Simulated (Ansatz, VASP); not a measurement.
**Two plane-wave programs on Os**

```
Os
1.0
     2.72721    0.00000    0.00000
    -1.36361    2.36184    0.00000
     0.00000    0.00000    4.31324
Os
2
Direct
  0.33333 0.66667 0.25000
  0.66667 0.33333 0.75000
```

Alike in both runs: functional PBEsol; k mesh 18 × 18 × 10; occupations gaussian, width 0.1 eV; no spin polarisation.

Ansatz relaxed the structure, and its values are those at the end. VASP's run is a single point on that final structure, the one shown.

|  | VASP | Ansatz |
| --- | --- | --- |
| version | VASP 6.6.1 | Ansatz 0.2.0 |
| potentials or method | VASP PAW PBE potentials, release 64 (Os), cutoff 520 eV | scalar-relativistic, plane waves, PAW |
| valence electrons in the cell | 16 | 32 |

```tsv
	VASP	Ansatz	Ansatz less VASP
gap on the k mesh at the Fermi level (eV)	none	none	-
pressure (GPa)	0.5	0.0	-0.48
```

VASP's potentials were made for PBE, not for PBEsol. A gap of «none» marks a metal or a gap that the smearing closes. VASP's potentials hold 16 valence electrons a cell and Ansatz's 32, so a difference there can come from the potentials and not from the codes.

Spin-orbit coupling is off throughout.
